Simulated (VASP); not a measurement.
Here is a VASP 6.6.1 calculation.

File INCAR:

```
SYSTEM = MgO
PREC = Accurate
ENCUT = 520
EDIFF = 1E-6
ISMEAR = 0
SIGMA = 0.05
LREAL = .False.
LASPH = .True.
NELM = 80
ALGO = Normal
ISIF = 2
LWAVE = .False.
LCHARG = .True.
GGA = PE
LELF = .True.
LVHAR = .True.
NBANDS = 36
```

File KPOINTS:

```
regular mesh
0
Gamma
  4 4 4
  0 0 0
```

Contents of POSCAR:

```
MgO
1.0
    5.6335409551      0.0000000000      0.0000000000
    0.0000000000      5.6335409551      0.0000000000
    0.0000000000      0.0000000000      5.6335409551
Mg O
6 6
Direct
    0.2500000000     -0.0043283221      0.5000000000
    0.0000000000      0.5063221729      0.2500000000
    0.5000000000      0.7249713367      0.0000000000
    0.7500000000     -0.0043283221      0.5000000000
    0.0000000000      0.5063221729      0.7500000000
    0.5000000000      0.2249713367      0.0000000000
    0.2500000000      0.5260825660      0.0000000000
    0.5000000000      0.0177347429      0.2500000000
    0.0000000000      0.7411761981      0.5000000000
    0.7500000000      0.5260825660      0.0000000000
    0.5000000000      0.0177347429      0.7500000000
    0.0000000000      0.2411761981      0.5000000000
```

Potentials or basis: VASP PAW PBE potentials, release 64 (Mg, O).

Launch:

```console
$ cat potpaw_PBE.64/Mg/POTCAR potpaw_PBE.64/O/POTCAR > POTCAR
$ mpirun -np 1 vasp_std > vasp.out
```

Problem. Predict the pressure.

Solution. 2.2 GPa.

Problem. What does it give for the band gap on the k mesh?

Solution. 2.84 eV (least direct gap 2.85 eV).

Stress tensor (GPa, compression positive):
```
2.64 0.00 0.00
0.00 2.00 0.00
0.00 0.00 1.83
```

Caveat: the cell differs from its parent crystal (atoms displaced along several vibrational modes); forces of over 1 eV/Å act on the atoms, so gaps and moduli don't describe the material at rest.
